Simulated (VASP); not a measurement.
# Be in VASP: a series of runs

Runs on Be. Level: PBEsol. Tasks: single point.

Program: VASP 6.6.1. These are calculated values, not measurements. Logs are shortened: lines on timing, memory, paths and dates and some standing lists are left out, and cuts for length are marked.

## Step 1: The cell of the first run

The structure is cubic, space group Im-3m (No. 229). Conventional cell: a = 2.539 Å, b = 2.539 Å, c = 2.539 Å, α = 90.00°, β = 90.00°, γ = 90.00°. Be (site symmetry m-3m) has 14 Be at 2.20 to 2.54 Å within 2.9 Å.

## Step 2: Single point, PBEsol (volume scaled by 1.04)

INCAR

```
ALGO = Normal
EDIFF = 1E-6
ENCUT = 520
GGA = PS
ISIF = 2
ISMEAR = -1
LASPH = True
LCHARG = False
LREAL = False
LWAVE = False
NBANDS = 7
NELM = 60
PREC = Accurate
SIGMA = 0.03
```

KPOINTS

```
k-points
0
Gamma
  23 23 23
```

POSCAR

```
Be
1.0
   -1.2696112759      1.2696112759      1.2696112759
    1.2696112759     -1.2696112759      1.2696112759
    1.2696112759      1.2696112759     -1.2696112759
Be
1
Direct
    0.0000000000      0.0000000000      0.0000000000
```

Potentials or basis: VASP PAW PBE potentials, release 64 (Be).

Command:

```bash
$ cat potpaw_PBE.64/Be/POTCAR > POTCAR
$ mpirun -np 1 vasp_std > vasp.out
```

OUTCAR:

```text
EDIFF = 1E-6
   ENCUT = 520
   GGA = PS
   ISIF = 2
   ISMEAR = -1
   LASPH = True
   LREAL = False
   NELM = 60
   PREC = Accurate

 ion  position               nearest neighbor table
   1  0.000  0.000  0.000-

  LATTYP: Found a body centered cubic cell.
 ALAT       =     2.5392225518

  Lattice vectors:

 A1 = (  -1.2696112759,   1.2696112759,   1.2696112759)
 A2 = (   1.2696112759,  -1.2696112759,   1.2696112759)
 A3 = (   1.2696112759,   1.2696112759,  -1.2696112759)

Analysis of symmetry for initial positions (statically):
=====================================================================
 Subroutine PRICEL returns:
 Original cell was already a primitive cell.

 Routine SETGRP: Setting up the symmetry group for a
 body centered cubic supercell.

 Subroutine GETGRP returns: Found 48 space group operations
 (whereof 48 operations were pure point group operations)
 out of a pool of 48 trial point group operations.

The static configuration has the point symmetry O_h .

Analysis of symmetry for dynamics (positions and initial velocities):
=====================================================================
 Subroutine PRICEL returns:
 Original cell was already a primitive cell.

 Routine SETGRP: Setting up the symmetry group for a
 body centered cubic supercell.

 Subroutine GETGRP returns: Found 48 space group operations
 (whereof 48 operations were pure point group operations)
 out of a pool of 48 trial point group operations.

The dynamic configuration has the point symmetry O_h .

 Subroutine INISYM returns: Found 48 space group operations
 (whereof 48 operations are pure point group operations),
 and found     1 'primitive' translations

----------------------------------------------------------------------------------------

                                     Primitive cell

  volume of cell :       8.1860

  direct lattice vectors                    reciprocal lattice vectors
    -1.269611276  1.269611276  1.269611276     0.000000000  0.393821329  0.393821329
     1.269611276 -1.269611276  1.269611276     0.393821329  0.000000000  0.393821329
     1.269611276  1.269611276 -1.269611276     0.393821329  0.393821329  0.000000000

  length of vectors
     2.199031236  2.199031236  2.199031236     0.556947465  0.556947465  0.556947465

  position of ions in fractional coordinates (direct lattice)
     0.000000000  0.000000000  0.000000000

  ion indices of the primitive-cell ions
   primitive index   ion index
                 1           1

----------------------------------------------------------------------------------------

 KPOINTS: k-points

Automatic generation of k-mesh.
 Grid dimensions read from file:
 generate k-points for:   23   23   23

 Generating k-lattice:

  Cartesian coordinates                     Fractional coordinates (reciprocal lattice)
     0.000000000  0.017122666  0.017122666     0.043478261  0.000000000  0.000000000
     0.017122666  0.000000000  0.017122666     0.000000000  0.043478261  0.000000000
     0.017122666  0.017122666  0.000000000     0.000000000  0.000000000  0.043478261

  Length of vectors
     0.024215107  0.024215107  0.024215107

  Shift w.r.t. Gamma in fractional coordinates (k-lattice)
     0.000000000  0.000000000  0.000000000

 Subroutine IBZKPT returns following result:
 ===========================================

 Found    364 irreducible k-points:

 Following reciprocal coordinates:
            Coordinates               Weight
  0.000000  0.000000  0.000000      1.000000
  0.043478  0.000000  0.000000     12.000000
  0.086957  0.000000  0.000000     12.000000
  0.130435  0.000000  0.000000     12.000000
  0.173913  0.000000  0.000000     12.000000
  0.217391  0.000000  0.000000     12.000000
[... 16 lines left out ...]
  0.478261  0.043478 -0.000000     24.000000
  0.086957  0.086957  0.000000     24.000000
 [... further k-points ...]
   k-points           NKPTS =    364   k-points in BZ     NKDIM =    364   number of bands    NBANDS=      7
   number of dos      NEDOS =    301   number of ions     NIONS =      1
   total plane-waves  NPLWV =   4096
   dimension x,y,z NGX =    16 NGY =   16 NGZ =   16
   dimension x,y,z NGXF=    32 NGYF=   32 NGZF=   32
   ions per type =               1
   NGX,Y,Z   is equivalent  to a cutoff of  12.10, 12.10, 12.10 a.u.
   NGXF,Y,Z  is equivalent  to a cutoff of  24.19, 24.19, 24.19 a.u.
 SYSTEM =  unknown system
   PREC   = accura    normal or accurate (medium, high low for compatibility)
   ISTART =      0    job   : 0-new  1-cont  2-samecut
   ICHARG =      2    charge: 1-file 2-atom 10-const
   ISPIN  =      1    spin polarized calculation?
   LNONCOLLINEAR =      F non collinear calculations
   LSORBIT =      F    spin-orbit coupling
   LASPH  =      T    aspherical Exc in radial PAW
   ENCUT  =  520.0 eV  38.22 Ry    6.18 a.u.   4.09  4.09  4.09*2*pi/ulx,y,z
   NELM   =     60;   NELMIN=  2; NELMDL= -5     # of ELM steps
   EDIFF  = 0.1E-05   stopping-criterion for ELM
   LREAL  =      F    real-space projection
   EDIFFG = 0.1E-04   stopping-criterion for IOM
   NSW    =      0    number of steps for IOM
   IBRION =     -1    ionic relax: 0-MD 1-quasi-New 2-CG
   NFREE  =      0    steps in history (QN), initial steepest desc. (CG)
   ISIF   =      2    stress and relaxation
   ISYM   =      2    0-nonsym 1-usesym 2-fastsym
   POTIM  = 0.5000    time-step for ionic-motion
   TEBEG  =    0.0;   TEEND  =   0.0 temperature during run
   PSTRESS=    0.0 pullay stress
   NELECT =       2.0000    total number of electrons
   NUPDOWN=      -1.0000    fix difference up-down
   EMIN   =  10.00;   EMAX   =-10.00  energy-range for DOS
   EFERMI =   0.00;   METHOD = LEGACY
   ISMEAR =    -1;   SIGMA  =   0.03  broadening in eV -4-tet -1-fermi 0-gaus
   EFERMI_NEDOS =   21; number of points for ismear=-14 and -15
   IALGO  =     38    algorithm
   IMIX   =      4    mixing-type and parameters
     AMIX     =   0.40;   BMIX     =  1.00
     AMIX_MAG =   1.60;   BMIX_MAG =  1.00
  volume/ion in A,a.u.               =       8.19        55.24
  Fermi-wavevector in a.u.,A,eV,Ry     =   1.023436  1.934014 14.251034  1.047421
  Thomas-Fermi vector in A             =   2.157169
   LORBIT       =      0    0 simple, 1 ext, 2 COOP (PROOUT), +10 PAW based schemes
   GGA     = PS    functional components
   LHFCALC =     F    Hartree Fock is set to
   AEXX    =    0.0000 exact exchange contribution
   IVDW    =     0    specifies the selected vdW correction
   LEPSILON=     F    determine dielectric tensor
   LRPA    =     F    only Hartree local field effects (RPA)
 non-spin polarized calculation
  energy-cutoff  :      520.00
  volume of cell :        8.19
 maximum number of plane-waves:       236
   NGX =  9   NGY =  9   NGZ =  9

 number of electron       2.0000000 magnetization

 Free energy of the ion-electron system (eV)
  ---------------------------------------------------
  ext. energy  EPLUGINS =         0.00000000
  ---------------------------------------------------
  free energy    TOTEN  =        -3.89109973 eV

  energy without entropy =       -3.89048091  energy(sigma->0) =       -3.89079032

 E-fermi :   7.6110     XC(G=0): -10.5002

 val. band max:        7.5733283747   @ k =   0.3043   0.2609   0.0870
 cond. band min:       7.6418879814   @ k =  -0.4348   0.4348   0.3913
 fundamental gap:      0.0685596067
 Fermi energy:         7.6110229939

 k-point     1 :       0.0000    0.0000    0.0000
  band No.  band energies     occupation
      1      -4.4187      2.00000
      2      26.3114      0.00000
      3      26.3114      0.00000
      4      26.3114      0.00000
      5      37.5183      0.00000
      6      37.5183      0.00000
      7      37.5183      0.00000

 k-point     2 :       0.0435    0.0000    0.0000
  band No.  band energies     occupation
      1      -4.3535      2.00000
      2      25.9965      0.00000
      3      26.0481      0.00000
      4      26.2368      0.00000
      5      36.6228      0.00000
      6      36.6643      0.00000
      7      37.9515      0.00000

 k-point     3 :       0.0870    0.0000    0.0000
  band No.  band energies     occupation
      1      -4.1578      2.00000
      2      25.0289      0.00000
      3      25.3631      0.00000
      4      26.0169      0.00000
      5      34.8162      0.00000
      6      35.1797      0.00000
      7      38.3303      0.00000

 k-point     4 :       0.1304    0.0000    0.0000
  band No.  band energies     occupation
      1      -3.8315      2.00000
      2      23.4325      0.00000
      3      24.4574      0.00000
      4      25.6663      0.00000
      5      33.4737      0.00000
      6      33.7018      0.00000
      7      37.8365      0.00000

 k-point     5 :       0.1739    0.0000    0.0000
  band No.  band energies     occupation
      1      -3.3748      2.00000
      2      21.3851      0.00000
      3      23.4895      0.00000
      4      25.2148      0.00000
      5      32.3472      0.00000
      6      32.6982      0.00000
      7      37.6980      0.00000
[... 161 lines left out ...]
 k-point    22 :       0.4348    0.0435    0.0000
  band No.  band energies     occupation
      1       2.1611      2.00000
      2       8.4176      0.00000
      3      19.3028      0.00000
      4      22.0852      0.00000
      5      28.3195      0.00000
      6      33.0431      0.00000
      7      42.4639      0.00000

 k-point    23 :       0.4783    0.0435   -0.0000
  band No.  band energies     occupation
      1       2.5634      2.00000
      2       7.8640      0.00044
      3      19.2265      0.00000
      4      22.0214      0.00000
      5      28.2385      0.00000
      6      33.1068      0.00000
      7      42.8895      0.00000

 k-point    24 :       0.0870    0.0870    0.0000
  band No.  band energies     occupation
      1      -3.6355      2.00000
      2      23.2302      0.00000
      3      23.4415      0.00000
      4      25.0490      0.00000
      5      33.0437      0.00000
      6      33.5887      0.00000
      7      37.6911      0.00000

 [... further k-points ...]
[... 5 lines left out ...]
  --------------------------------------------------------------------------------------
  -------------------------------------------------------------------------------------
  Total       -0.3066540     -0.3066540     -0.3066540     -0.0000000     -0.0000000     -0.0000000
  in kB      -60.0187511    -60.0187511    -60.0187511     -0.0000000     -0.0000000     -0.0000000
  external PRESSURE =     -60.0187511 kB  Pullay stress =       0.0000000 kB

 VOLUME and BASIS-vectors are now :
 -----------------------------------------------------------------------------
  energy-cutoff  :      520.00
  volume of cell :        8.19
      direct lattice vectors                 reciprocal lattice vectors
    -1.269611276  1.269611276  1.269611276     0.000000000  0.393821329  0.393821329
     1.269611276 -1.269611276  1.269611276     0.393821329  0.000000000  0.393821329
     1.269611276  1.269611276 -1.269611276     0.393821329  0.393821329  0.000000000

 POSITION                                       TOTAL-FORCE (eV/Angst)
 -----------------------------------------------------------------------------------
      0.00000      0.00000      0.00000         0.000000      0.000000      0.000000
 -----------------------------------------------------------------------------------
    total drift:                                0.000000      0.000000      0.000000

  FREE ENERGIE OF THE ION-ELECTRON SYSTEM (eV)
  ---------------------------------------------------
  free  energy   TOTEN  =        -3.8910997319 eV

  energy  without entropy=       -3.8904809097  energy(sigma->0) =       -3.89079032
```

It took 5.8 s on 1 thread of Intel Xeon Platinum 8259CL at 2.50GHz (Skylake/Cascade Lake), shared host; peak memory 0.12 GiB.

Results:

- Free energy: -3.8911 eV
- Pressure: -6.0 GPa
- Band gap on the k mesh: zero (band 1 reaches 11.00 eV, above the bottom of band 2 at 6.30 eV)

Levels at points of the mesh, in eV from the Fermi level:
```tsv
k point	band 1	band 2	band 3	band 4
(0.00, 0.00, 0.00)	-12.03	18.70	18.70	18.70
```

Caveat: the PAW data sets were made with another functional, which shifts forces and pressure a little.

## Step 3: Single point, PBEsol (volume scaled by 1.02)

INCAR

```
PREC = Accurate ; ENCUT = 520
EDIFF = 1E-6 ; ISMEAR = -1
SIGMA = 0.03 ; LREAL = False
LASPH = True ; NELM = 60
ALGO = Normal ; ISIF = 2
LWAVE = False ; LCHARG = True
GGA = PS ; LELF = True
LVHAR = True ; NBANDS = 7
```

KPOINTS

```
regular mesh
0
Gamma
  23 23 23
```

POSCAR

```
Be
1.0
   -1.2614200074      1.2614200074      1.2614200074
    1.2614200074     -1.2614200074      1.2614200074
    1.2614200074      1.2614200074     -1.2614200074
Be
1
Direct
    0.0000000000      0.0000000000      0.0000000000
```

Potentials or basis: VASP PAW PBE potentials, release 64 (Be).

Command:

```bash
$ cat potpaw_PBE.64/Be/POTCAR > POTCAR
$ mpirun -np 1 vasp_std > vasp.out
```

Run time: 6 s. Hardware: 1 thread of Intel Xeon Platinum 8259CL at 2.50GHz (Skylake/Cascade Lake), shared host; peak memory 0.12 GiB.

The run converged. Its results:

```
Free energy            : -3.8960 eV
Pressure               : -3.9 GPa
Band gap on the k mesh : zero (band 1 reaches 11.21 eV, above the bottom of band 2 at 6.44 eV)
```

Levels at points of the mesh, in eV from the Fermi level:
| k point | band 1 | band 2 | band 3 | band 4 |
| --- | --- | --- | --- | --- |
| (0.00, 0.00, 0.00) | -12.14 | 19.00 | 19.00 | 19.00 |

Caveat: the PAW data sets were made with another functional, which shifts forces and pressure a little.

## Step 4: Single point, PBEsol (volume scaled by 1.06)

INCAR

```
ALGO     = Normal         # electronic algorithm
EDIFF    = 1E-7           # SCF threshold, eV
ENCUT    = 520            # plane-wave cutoff, eV
GGA      = PS             # functional
ISIF     = 2              # what is computed and relaxed
ISMEAR   = -1             # smearing method
LASPH    = T              # aspherical terms in the spheres
LCHARG   = T              # write CHGCAR
LELF     = T              # ELF
LREAL    = F              # projectors in reciprocal space
LVHAR    = T            
LWAVE    = F              # write WAVECAR
NBANDS   = 7              # bands
NELM     = 100            # most SCF steps
PREC     = Accurate       # precision mode
SIGMA    = 0.03           # smearing width, eV
```

KPOINTS

```
k-points
0
Gamma
  23 23 23
```

POSCAR

```
Be
1.0
   -1.2776981900      1.2776981900      1.2776981900
    1.2776981900     -1.2776981900      1.2776981900
    1.2776981900      1.2776981900     -1.2776981900
Be
1
Direct
    0.0000000000      0.0000000000      0.0000000000
```

Command:

```bash
$ cat potpaw_PBE.64/Be/POTCAR > POTCAR
$ mpirun -np 1 vasp_std > vasp.out
```

Run time: 6.4 s. Hardware: 1 thread of Intel Xeon Platinum 8259CL at 2.50GHz (Skylake/Cascade Lake), shared host; peak memory 0.12 GiB.

The run converged. Its results:

- Free energy: -3.8842 eV
- Pressure: -7.9 GPa
- Band gap on the k mesh: zero (band 1 reaches 10.79 eV, above the bottom of band 2 at 6.17 eV)

Levels at points of the mesh, in eV from the Fermi level:
```csv
k point,band 1,band 2,band 3,band 4,band 5,band 6
"(0.00, 0.00, 0.00)",-11.92,18.41,18.41,18.41,29.54,29.54
```

Caveat: the PAW data sets were made with another functional, which shifts forces and pressure a little.

## Step 5: Single point, PBEsol (zz strain of -3 %)

INCAR

```
ALGO = Normal
EDIFF = 1E-6
ENCUT = 520
GGA = PS
ISIF = 2
ISMEAR = -1
LASPH = T
LCHARG = F
LREAL = F
LWAVE = F
NBANDS = 7
NELM = 60
PREC = Accurate
SIGMA = 0.03
```

KPOINTS is that of step 4.

POSCAR

```
Be
1.0
   -1.2531209513      1.2531209513      1.2155273228
    1.2531209513     -1.2531209513      1.2155273228
    1.2531209513      1.2531209513     -1.2155273228
Be
1
Direct
    0.0000000000      0.0000000000      0.0000000000
```

Command:

```bash
$ cat potpaw_PBE.64/Be/POTCAR > POTCAR
$ mpirun -np 1 vasp_std > vasp.out
```

Wall time 17 s (1 thread of Intel Xeon Platinum 8488C (Sapphire Rapids), shared host); peak memory 0.15 GiB.

It converged, with:

| Item | Value |
| --- | --- |
| Free energy | -3.8981 eV |
| Pressure | 2.3 GPa |
| Band gap on the k mesh | zero (band 1 reaches 11.86 eV, above the bottom of band 2 at 6.92 eV) |

Stress tensor (GPa, compression positive):
```
1.76 0.00 0.00
0.00 1.76 0.00
0.00 0.00 3.38
```

Levels at points of the mesh, in eV from the Fermi level:
```tsv
k point	band 1	band 2	band 3	band 4	band 5
(0.00, 0.00, 0.00)	-12.36	19.77	19.77	20.08	30.45
```

Caveat: the cell differs from its parent crystal (zz strain of -3 %); the PAW data sets were made with another functional, which shifts forces and pressure a little.

[end of part 1 of 2]
